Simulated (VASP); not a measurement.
# SrO (Immm) in VASP: further runs, part 2 of 2

VASP 6.6.1. The steps go on from the part before.

## 4. Single point, PBEsol (strain +0.0050 x Voigt [0, 0, 0, 0, 1, 0])

File INCAR:

```
PREC = Accurate ; ENCUT = 520
EDIFF = 1E-7 ; ISMEAR = 0
SIGMA = 0.05 ; LREAL = F
LASPH = T ; NELM = 60
ALGO = Normal ; ISIF = 2
LWAVE = F ; LCHARG = F
GGA = PS ; NBANDS = 15
```

File KPOINTS:

```
Automatic mesh
0
Gamma
  8 8 8
```

File POSCAR:

```
SrO
1.0
    0.0064245000      2.5698000000      2.5698000000
    2.5762245000      0.0000000000      2.5762245000
    2.5698000000      2.5698000000      0.0064245000
Sr O
1 1
Direct
    0.0000000000      0.0000000000      0.0000000000
    0.5000000000      0.5000000000      0.5000000000
```

Potentials or basis: VASP PAW PBE potentials, release 64 (Sr_sv, O).

The run is started by

```sh
cat potpaw_PBE.64/Sr_sv/POTCAR potpaw_PBE.64/O/POTCAR > POTCAR
mpirun -np 1 vasp_std > vasp.out
```

OUTCAR:

```text
PREC = Accurate
   ENCUT = 520
   EDIFF = 1E-7
   ISMEAR = 0
   LREAL = F
   LASPH = T
   NELM = 60
   ISIF = 2
   GGA = PS

 ion  position               nearest neighbor table
   1  0.000  0.000  0.000-   2 2.57   2 2.57   2 2.57   2 2.57   2 2.57   2 2.57
   2  0.500  0.500  0.500-   1 2.57   1 2.57   1 2.57   1 2.57   1 2.57   1 2.57

  LATTYP: Found a body centered orthorhombic cell.
 ALAT       =     3.6251603976
 B/A-ratio  =     1.0050125313
 C/A-ratio  =     1.4177579573

  Lattice vectors:

 A1 = (   0.0064245000,  -2.5698000000,   2.5698000000)
 A2 = (  -0.0064245000,  -2.5698000000,  -2.5698000000)
 A3 = (   2.5698000000,   2.5698000000,   0.0064245000)

Analysis of symmetry for initial positions (statically):
=====================================================================
 Subroutine PRICEL returns:
 Original cell was already a primitive cell.

 Routine SETGRP: Setting up the symmetry group for a
 body centered orthorhombic supercell.

 Subroutine GETGRP returns: Found  8 space group operations
 (whereof  8 operations were pure point group operations)
 out of a pool of  8 trial point group operations.
[... 176 lines left out ...]
      5     -12.3866      2.00000
      6       1.4899      2.00000
      7       1.4952      2.00000
      8       1.5007      2.00000
      9       5.3276      0.00000
     10       7.6285      0.00000
     11       7.6602      0.00000
     12       7.6922      0.00000
     13       9.8586      0.00000
     14       9.8586      0.00000
[... 401 lines left out ...]
      2     -14.3728      2.00000
      3     -12.6757      2.00000
      4     -12.6307      2.00000
      5     -11.9428      2.00000
      6       0.2063      2.00000
      7       1.0821      2.00000
      8       1.1934      2.00000
      9       5.7018      0.00000
     10       8.3120      0.00000
     11      10.6401      0.00000
     12      10.7918      0.00000
     13      11.4889      0.00000
     14      12.4161      0.00000
     15      17.4080      0.00000

 [... further k-points ...]

------------------------ aborting loop because EDIFF is reached ----------------------------------------

  FORCE on cell =-STRESS in cart. coord.  units (eV):
  Direction    XX          YY          ZZ          XY          YZ          ZX
  --------------------------------------------------------------------------------------
  -------------------------------------------------------------------------------------
  Total       -0.0658791     -0.0662304     -0.0658791      0.0000000      0.0000000     -0.0580617
  in kB       -3.1098042     -3.1263846     -3.1098042      0.0000000      0.0000000     -2.7407852
  external PRESSURE =      -3.1153310 kB  Pullay stress =       0.0000000 kB

 VOLUME and BASIS-vectors are now :
 -----------------------------------------------------------------------------
  energy-cutoff  :      520.00
  volume of cell :       33.94
      direct lattice vectors                 reciprocal lattice vectors
     0.006424500  2.569800000  2.569800000    -0.195055309  0.194567671  0.195055309
     2.576224500  0.000000000  2.576224500     0.194082464 -0.194567671  0.194082464
     2.569800000  2.569800000  0.006424500     0.195055309  0.194567671 -0.195055309

 POSITION                                       TOTAL-FORCE (eV/Angst)
 -----------------------------------------------------------------------------------
      0.00000      0.00000      0.00000        -0.000000     -0.000000     -0.000000
      2.57622      2.56980      2.57622         0.000000      0.000000      0.000000
 -----------------------------------------------------------------------------------
    total drift:                                0.000000      0.000000      0.000000

  FREE ENERGIE OF THE ION-ELECTRON SYSTEM (eV)
  ---------------------------------------------------
  free  energy   TOTEN  =       -12.6395701510 eV

  energy  without entropy=      -12.6395701510  energy(sigma->0) =      -12.63957015
```

OSZICAR:

```text
N       E                     dE             d eps       ncg     rms          rms(c)
DAV:   1     0.666947689774E+02    0.66695E+02   -0.83760E+03  2850   0.104E+03
DAV:   2    -0.114872146839E+02   -0.78182E+02   -0.71004E+02  3948   0.219E+02
DAV:   3    -0.145587289675E+02   -0.30715E+01   -0.30546E+01  3763   0.387E+01
DAV:   4    -0.146136894298E+02   -0.54960E-01   -0.54955E-01  3604   0.493E+00
DAV:   5    -0.146150079510E+02   -0.13185E-02   -0.13185E-02  3554   0.593E-01    0.171E+01
DAV:   6    -0.128128016784E+02    0.18022E+01   -0.57187E+00  2920   0.183E+01    0.199E+01
DAV:   7    -0.126655272717E+02    0.14727E+00   -0.29119E-01  3466   0.473E+00    0.117E+01
DAV:   8    -0.126385203597E+02    0.27007E-01   -0.12313E-01  3767   0.341E+00    0.403E-01
DAV:   9    -0.126393892343E+02   -0.86887E-03   -0.60055E-03  3605   0.472E-01    0.230E-01
DAV:  10    -0.126394830612E+02   -0.93827E-04   -0.26547E-04  3312   0.164E-01    0.887E-02
DAV:  11    -0.126395614704E+02   -0.78409E-04   -0.91090E-05  3285   0.749E-02    0.251E-02
DAV:  12    -0.126395704103E+02   -0.89399E-05   -0.12037E-05  3186   0.297E-02    0.112E-02
DAV:  13    -0.126395704057E+02    0.46291E-08   -0.13926E-06  3291   0.921E-03    0.277E-03
DAV:  14    -0.126395701406E+02    0.26511E-06   -0.81018E-08  3121   0.241E-03    0.692E-04
DAV:  15    -0.126395701510E+02   -0.10386E-07   -0.59853E-09  1558   0.684E-04
   1 F= -.12639570E+02 E0= -.12639570E+02  d E =-.515691E-11
```

stdout:

```text
POSCAR found type information on POSCAR SrO
 POSCAR found :  2 types and       2 ions
 scaLAPACK will be used
 -----------------------------------------------------------------------------
|                                                                             |
|                                                                             |
|     You enforced a specific xc type in the INCAR file but a different       |
|     I HOPE YOU KNOW WHAT YOU ARE DOING!                                     |
|                                                                             |
 -----------------------------------------------------------------------------

 LDA part: xc-table for (Slater+PW92), standard interpolation
 POSCAR, INCAR and KPOINTS ok, starting setup
 FFT: planning ... GRIDC
 FFT: planning ... GRID_SOFT
 FFT: planning ... GRID
 WAVECAR not read
 entering main loop
```

Wall time 41 s (1 thread of Intel Xeon Platinum 8259CL at 2.50GHz (Skylake/Cascade Lake), shared host); peak memory 0.19 GiB.

Results:

```yaml
Free_energy: -12.6396 eV
Pressure: -0.3 GPa
Band_gap_on_the_k_mesh: 3.15 eV, indirect (least direct gap 3.23 eV)
```

Caveat: the cell differs from its parent crystal (strain +0.0050 x Voigt [0, 0, 0, 0, 1, 0]); the PAW data sets were made with another functional, which shifts forces and pressure a little.

## 5. Summary

| cell | gap on the mesh (eV) | pressure (GPa) |
| --- | --- | --- |
| a = 3.634, b = 3.680 Å, angles 59.6, 59.2, 59.6°, 2 atoms | 3.12 | -0.3 |
| a = 3.634, b = 3.662 Å, angles 59.8, 59.5, 59.8°, 2 atoms | 3.14 | -0.3 |
| a = 3.634, b = 3.643 Å, angles 59.9, 59.8, 59.9°, 2 atoms | 3.15 | -0.3 |

Alike in all rows: task single point; level PBEsol; potentials or basis VASP PAW PBE potentials, release 64 (Sr_sv, O); no spin polarisation; k mesh 8 × 8 × 8; cutoff (eV) 520; smearing gaussian 0.05 eV.

Caveats: the PAW data sets were made with another functional, which shifts forces and pressure a little.

Total energies depend on the potentials used, so only differences within one code and one set of settings carry meaning.
